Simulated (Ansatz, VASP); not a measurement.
# Two plane-wave programs on KBr

INCAR

```
PREC     = Accurate       # precision mode
ENCUT    = 520            # plane-wave cutoff, eV
EDIFF    = 1E-7           # SCF threshold, eV
ISMEAR   = 0              # smearing method
SIGMA    = 0.05           # smearing width, eV
LREAL    = F              # projectors in reciprocal space
LASPH    = T              # aspherical terms in the spheres
NELM     = 60             # most SCF steps
ALGO     = Normal         # electronic algorithm
ISIF     = 2              # what is computed and relaxed
LWAVE    = F              # write WAVECAR
LCHARG   = F              # write CHGCAR
GGA      = PS             # functional
NBANDS   = 15             # bands
```

KPOINTS

```
Automatic mesh
0
Gamma
  6 6 6
```

File POSCAR:

```
KBr
1.0
    0.0000000000      3.0128882984      3.5368688720
    3.0128882984      0.0000000000      3.5368688720
    3.0128882984      3.0128882984      0.0000000000
K Br
1 1
Direct
    0.0000000000      0.0000000000      0.0000000000
    0.5000000000      0.5000000000      0.5000000000
```

Input for Ansatz:

```yaml
crystal:
  lattice:
    - [0.0, 3.0128882984, 3.536868872]
    - [3.0128882984, 0.0, 3.536868872]
    - [3.0128882984, 3.0128882984, 0.0]
  atoms:
    - { symbol: K, position: [0.0, 0.0, 0.0] }
    - { symbol: Br, position: [0.5, 0.5, 0.5] }
basis:
  ecutwfc: 420
kpoints:
  mp_grid: { grid: [6, 6, 6] }
hamiltonian:
  xc: pbesol
scf:
  occupations: { method: gaussian, width: 0.05 }
output:
  forces: true
  stress: true
  eigenvalues: true
```

Change from the starting cell: strain -0.080 along x and y, +0.080 along z, atoms carried along.

Alike in both runs: task single point; functional PBEsol; k mesh 6 × 6 × 6; occupations gaussian, width 0.05 eV; no spin polarisation.

```csv
,VASP,Ansatz
version,VASP 6.6.1,Ansatz 0.2.0
potentials or method,"VASP PAW PBE potentials, release 64 (K_sv, Br), cutoff 520 eV","scalar-relativistic, plane waves, PAW"
valence electrons in the cell,16,16
```

|  | VASP | Ansatz | Ansatz less VASP |
| --- | --- | --- | --- |
| gap on the k mesh at the Fermi level (eV) | 4.41 | 4.41 | +0.005 |
| least direct gap on the mesh (eV) | 4.41 | 4.41 | +0.005 |
| pressure (GPa) | 3.4 | 3.2 | -0.11 |
| traceless stress, the component that is largest in VASP (GPa) | -4.54 | -4.44 | +0.091 |

VASP's potentials were made for PBE, not for PBEsol.
